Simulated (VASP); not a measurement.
A run of VASP 6.6.1 is set up as follows.

Contents of INCAR:

```
ALGO = Normal ; EDIFF = 1E-7
ENCUT = 520 ; GGA = PE
ISIF = 2 ; ISMEAR = 0
ISPIN = 2 ; LASPH = True
LCHARG = True ; LELF = True
LMAXMIX = 4 ; LORBIT = 11
LREAL = False ; LVHAR = True
LWAVE = False ; MAGMOM = 0 1 1 1 0 0
NBANDS = 40 ; NELM = 150
PREC = Accurate ; SIGMA = 0.1
```

The input KPOINTS:

```
k-points
0
Gamma
  3 3 6
```

Contents of POSCAR:

```
CsAg3O2
1.0
    6.0022942775      0.0000000000      0.0000000000
   -3.0011471387      5.1981393253      0.0000000000
    0.0000000000      0.0000000000      3.5352487137
Cs Ag O
1 3 2
Direct
    0.0000000000      0.0000000000      0.0000000000
    0.0000000000      0.5000000000      0.5000000000
    0.5000000000      0.5000000000      0.5000000000
    0.5000000000      0.0000000000      0.5000000000
    0.6666666667      0.3333333333      0.0000000000
    0.3333333333      0.6666666667      0.0000000000
```

Potentials or basis: VASP PAW PBE potentials, release 64 (Cs_sv, Ag, O).

Command:

```bash
$ cat potpaw_PBE.64/Cs_sv/POTCAR potpaw_PBE.64/Ag/POTCAR potpaw_PBE.64/O/POTCAR > POTCAR
$ mpirun -np 1 vasp_std > vasp.out
```

Task: Estimate the pressure.

Result: -0.1 GPa.

Task: What does it give for the band gap on the k mesh?

Result: Zero (filled and empty bands overlap).

Task: Estimate the net moment.

Result: 0.00 μB per cell.

Stress tensor (GPa, compression positive):
```
-0.06  0.00  0.00
 0.00 -0.06  0.00
 0.00  0.00 -0.16
```

Caveat: the k points lie up to 0.40 Å⁻¹ apart; semilocal functionals underestimate gaps, and a narrow one can read as zero; spin-orbit coupling is left out, which moves the levels of the heavy elements.
